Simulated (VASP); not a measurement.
Set up this calculation in VASP 6.6.1, as the native input.

| Property | Result |
| --- | --- |
| Task | single point |
| Functional | PBE |
| Potentials or basis | VASP PAW PBE potentials, release 64 (Ga_d, Sb, As) |
| Cutoff | 520 eV |
| k mesh | 4 × 4 × 4 |
| Occupations | gaussian, width 0.1 eV |
| Spin | no spin polarisation |
| Dipole correction | no |
| Further INCAR settings | ALGO = Normal; EDIFF = 1e-07; NBANDS = 40 |

The structure of Ga4SbAs lies in POSCAR:

```
Ga4SbAs
1.0
    0.0000000000      4.8029504183      4.8029504183
    4.8029504183      0.0000000000      4.8029504183
    4.8029504183      4.8029504183      0.0000000000
Ga Sb As
4 1 1
Direct
    0.0944973751      0.0944973751      0.0944973751
    0.0944973751      0.0944973751      0.7165078747
    0.0944973751      0.7165078747      0.0944973751
    0.7165078747      0.0944973751      0.0944973751
    0.2500000000      0.2500000000      0.2500000000
    0.5000000000      0.5000000000      0.5000000000
```

The cell was built from a structure type or drawn by symmetry, and may not be a known phase.

One way to write it, as run:

INCAR

```
PREC = Accurate
ENCUT = 520
EDIFF = 1E-7
ISMEAR = 0
SIGMA = 0.1
LREAL = False
LASPH = True
NELM = 60
ALGO = Normal
ISIF = 2
LWAVE = False
LCHARG = False
GGA = PE
NBANDS = 40
```

KPOINTS

```
regular mesh
0
Gamma
  4 4 4
```

Potentials or basis: VASP PAW PBE potentials, release 64 (Ga_d, Sb, As).

Command:

```console
$ cat potpaw_PBE.64/Ga_d/POTCAR potpaw_PBE.64/Sb/POTCAR potpaw_PBE.64/As/POTCAR > POTCAR
$ mpirun -np 1 vasp_std > vasp.out
```

Results of the run:

```yaml
Pressure: 0.1 GPa
Largest_force: 0.010 eV/Å
Band_gap_on_the_k_mesh: zero (bands 31 and 32 overlap by 0.42 eV)
```

Caveat: semilocal functionals underestimate gaps, so a narrow gap can read as zero; spin-orbit coupling is left out, which moves the levels of the heavy elements.

It took 77 s on 1 thread of Intel(R) Xeon(R) 6975P-C (Granite Rapids), on a shared host, peak memory 0.41 GiB.
